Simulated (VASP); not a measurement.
Set up this calculation in VASP 6.6.1, as the native input.

- Task: single point
- Functional: LDA
- Potentials or basis: VASP PAW LDA potentials, release 64 (Si)
- Cutoff: 520 eV
- k mesh: 12 × 12 × 6
- Occupations: gaussian, width 0.03 eV
- Spin: no spin polarisation
- Dipole correction: no
- Further INCAR settings: ALGO = Normal; EDIFF = 1e-07; NBANDS = 16

The structure of Si lies in POSCAR:

```
Si
1.0
    3.8537843876      0.0000000000      0.0000000000
   -1.9268921938      3.3374751803      0.0000000000
    0.0000000000      0.0000000000      6.1198096075
Si
4
Direct
    0.3333333333      0.6666666667      0.0534951140
    0.6666666667      0.3333333333      0.5534951140
    0.3333333333      0.6666666667      0.4465048860
    0.6666666667      0.3333333333      0.9465048860
```

This isn't the form of Si at room conditions, which is diamond.

This cell differs from its parent crystal: atoms shifted along a free coordinate, c/a of the conventional cell at fixed volume 1.5880.

These files were run (other wordings do the same):

INCAR

```
PREC = Accurate ; ENCUT = 520
EDIFF = 1E-7 ; ISMEAR = 0
SIGMA = 0.03 ; LREAL = False
LASPH = True ; NELM = 100
ALGO = Normal ; ISIF = 2
LWAVE = False ; LCHARG = True
GGA = CA ; LELF = True
LVHAR = True ; NBANDS = 16
```

KPOINTS

```
regular mesh
0
Gamma
  12 12 6
```

Potentials or basis: VASP PAW LDA potentials, release 64 (Si).

Run with:

```bash
$ cat potpaw_LDA.64/Si/POTCAR > POTCAR
$ mpirun -np 1 vasp_std > vasp.out
```

Results of the run:

```yaml
Pressure: 0.1 GPa
Largest_force: 0.916 eV/Å
Band_gap_on_the_k_mesh: zero (bands 8 and 9 overlap by 0.38 eV)
```

Caveat: semilocal functionals underestimate gaps, so a narrow gap can read as zero.

It took 120 s on 1 thread of Intel Xeon 8259CL (shared host), peak memory 0.2 GiB.
